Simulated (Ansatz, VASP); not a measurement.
AlN in VASP and in Ansatz

INCAR

```
ALGO     = Normal         # electronic algorithm
EDIFF    = 1E-7           # SCF threshold, eV
ENCUT    = 520            # plane-wave cutoff, eV
GGA      = PS             # functional
ISIF     = 2              # what is computed and relaxed
ISMEAR   = 0              # smearing method
LASPH    = T              # aspherical terms in the spheres
LCHARG   = F              # write CHGCAR
LREAL    = F              # projectors in reciprocal space
LWAVE    = F              # write WAVECAR
NBANDS   = 16             # bands
NELM     = 100            # most SCF steps
PREC     = Accurate       # precision mode
SIGMA    = 0.01           # smearing width, eV
```

Contents of KPOINTS:

```
k-points
0
Gamma
  9 9 6
```

POSCAR

```
AlN
1.0
    3.1219487862      0.0000000000      0.0000000000
   -1.5609743931      2.7036869582      0.0000000000
    0.0000000000      0.0000000000      4.9576546726
Al N
2 2
Direct
    0.3333333333      0.6666666667      0.0000000000
    0.6666666667      0.3333333333      0.5000000000
    0.3333333333      0.6666666667      0.3820000000
    0.6666666667      0.3333333333      0.8820000000
```

Input for Ansatz:

```yaml
crystal:
  lattice:
    - [3.1219487862, 0.0, 0.0]
    - [-1.5609743931, 2.7036869582, 0.0]
    - [0.0, 0.0, 4.9576546726]
  atoms:
    - { symbol: Al, position: [0.3333333333, 0.6666666667, 0.0] }
    - { symbol: Al, position: [0.6666666667, 0.3333333333, 0.5] }
    - { symbol: "N", position: [0.3333333333, 0.6666666667, 0.382] }
    - { symbol: "N", position: [0.6666666667, 0.3333333333, 0.882] }
scf:
  occupations: { method: fixed }
output:
  forces: true
  stress: true
  eigenvalues: true
  write_density: true
  write_potential: true
  elf: true
  volumetric_format: npy
hamiltonian:
  xc: pbesol
basis:
  ecutwfc: 520
kpoints:
  mp_grid: { grid: [9, 9, 6] }
```

Alike in both runs: task single point; functional PBEsol; k mesh 9 × 9 × 6; no spin polarisation.

|  | VASP | Ansatz |
| --- | --- | --- |
| version | VASP 6.6.1 | Ansatz 0.2.0 |
| potentials or method | VASP PAW PBE potentials, release 64 (Al, N), cutoff 520 eV | scalar-relativistic, plane waves, PAW |
| occupations | gaussian, width 0.01 eV | fixed |
| valence electrons in the cell | 16 | 16 |

Ansatz gave:

| Item | Value |
| --- | --- |
| gap on the k mesh at the Fermi level (eV) | 4.08 |
| least direct gap on the mesh (eV) | 4.08 |
| pressure (GPa) | -0.1 |
| traceless stress, the component that is largest in VASP (GPa) | 2.06 |
| rms of the force components (eV/Å) | 0.055 |

Problem. Which values does VASP return?

Solution. gap on the k mesh at the Fermi level (eV): 4.09; least direct gap on the mesh (eV): 4.09; pressure (GPa): -0.1; traceless stress, the component that is largest in VASP (GPa): 2.09; rms of the force components (eV/Å): 0.056.

VASP's potentials were made for PBE, not for PBEsol. Atom by atom the forces differ by 0.001 eV/Å (rms over components).
